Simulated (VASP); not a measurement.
Wanted: the native input for a VASP 6.6.1 run.

```
Task                               : single point
Functional                         : PBE-based screened hybrid with 25 % exact exchange
Potentials or basis                : VASP PAW PBE potentials, release 64 (As, B)
Cutoff                             : 420 eV
k mesh                             : 5 × 5 × 5
Occupations                        : fermi-dirac, width 0.05 eV
Spin                               : no spin polarisation
Dipole correction                  : no
Grid for exact exchange (PRECFOCK) : Normal
Share of exact exchange            : 0.25
Further INCAR settings             : ALGO = Normal; EDIFF = 1e-06; NBANDS = 11
Screening parameter                : 0.3 1/Å
```

The system is BAs.

```
CELL_PARAMETERS angstrom
0.00000 2.37247 2.37247
2.37247 0.00000 2.37247
2.37247 2.37247 0.00000
ATOMIC_POSITIONS crystal
As 0.75000 0.75000 0.75000
B 0.00000 0.00000 0.00000
```

The input as run:

POSCAR

```
BAs
1.0
    0.0000000000      2.3724693156      2.3724693156
    2.3724693156      0.0000000000      2.3724693156
    2.3724693156      2.3724693156      0.0000000000
As B
1 1
Direct
    0.7500000000      0.7500000000      0.7500000000
    0.0000000000      0.0000000000      0.0000000000
```

INCAR.step1

```
PREC = Accurate
ENCUT = 420
EDIFF = 1E-5
ISMEAR = -1
SIGMA = 0.05
LREAL = F
LASPH = T
NELM = 120
ALGO = Normal
ISIF = 2
LWAVE = T
GGA = PE
NBANDS = 11
GGA_COMPAT = F
```

INCAR.step2

```
PREC = Accurate
ENCUT = 420
EDIFF = 1E-6
ISMEAR = -1
SIGMA = 0.05
LREAL = F
LASPH = T
NELM = 120
ALGO = Normal
ISIF = 2
LWAVE = F
LCHARG = T
GGA = PE
LHFCALC = T
AEXX = 0.25
HFSCREEN = 0.3
PRECFOCK = Normal
LELF = T
LVHAR = T
ISTART = 1
NBANDS = 11
GGA_COMPAT = F
```

KPOINTS

```
Automatic mesh
0
Gamma
  5 5 5
```

Potentials or basis: VASP PAW PBE potentials, release 64 (As, B).

Run with:

```bash
$ cat potpaw_PBE.64/As/POTCAR potpaw_PBE.64/B/POTCAR > POTCAR
$ cp INCAR.step1 INCAR
$ mpirun -np 1 vasp_std > vasp.out
$ cp INCAR.step2 INCAR
$ mpirun -np 1 vasp_std > vasp.out
```

It gave:

| Quantity | Value |
| --- | --- |
| Pressure | 3.0 GPa |
| Band gap on the k mesh | 1.65 eV (least direct gap 3.97 eV) |

Caveat: the k points lie up to 0.46 Å⁻¹ apart; the PAW data sets were made with another functional, which shifts forces and pressure a little; an odd mesh through Γ misses points on the zone boundary, where band edges can lie.

Wall time 71 s on 1 thread of Intel(R) Xeon(R) 6975P-C (Granite Rapids) (shared host), peak memory 0.24 GiB.
